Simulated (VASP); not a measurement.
## Te: single point with r2SCAN

Crystal: Te.

```
CELL_PARAMETERS angstrom
2.33750 1.34955 1.64556
-2.33750 1.34955 1.64556
0.00000 -2.69911 1.64556
ATOMIC_POSITIONS crystal
Te 0.50000 0.50000 0.50000
```

This cell differs from its parent crystal: ratio of the length along z to the lengths across it x 0.96, volume and fractional coordinates fixed.

- Program: VASP 6.6.1
- Task: single point
- Functional: r2SCAN
- Potentials or basis: VASP PAW PBE potentials, release 64 (Te)
- Cutoff: 520 eV
- k mesh: 18 × 18 × 18
- Occupations: gaussian, width 0.15 eV
- Spin: no spin polarisation

```yaml
Pressure: 1.4 GPa
Band_gap_on_the_k_mesh: zero (bands 3 and 4 overlap by 4.94 eV)
```

Stress tensor (GPa, compression positive):
```
1.29 0.00 0.00
0.00 1.29 0.00
0.00 0.00 1.71
```

Levels at points of the mesh, in eV from the Fermi level:
| k point | band 1 | band 2 | band 3 | band 4 | band 5 | band 6 |
| --- | --- | --- | --- | --- | --- | --- |
| (0.00, 0.00, 0.00) | -14.56 | 0.90 | 1.65 | 1.65 | 6.48 | 6.48 |
| (0.50, 0.00, 0.00) | -12.56 | -6.59 | 2.44 | 2.97 | 7.90 | 9.38 |
| (0.50, 0.50, 0.00) | -10.54 | -5.38 | -4.33 | 2.36 | 4.05 | 10.74 |
| (0.50, 0.50, 0.50) | -8.41 | -3.76 | -3.76 | -2.47 | 4.15 | 4.15 |

Run time: 3.7 min on 1 thread of AMD EPYC 9R45 96-Core Processor (Zen 5) (shared host), peak memory 0.24 GiB.

Caveat: the PAW data sets were made with another functional, which shifts forces and pressure a little; spin-orbit coupling is left out, which moves the levels of the heavy elements.
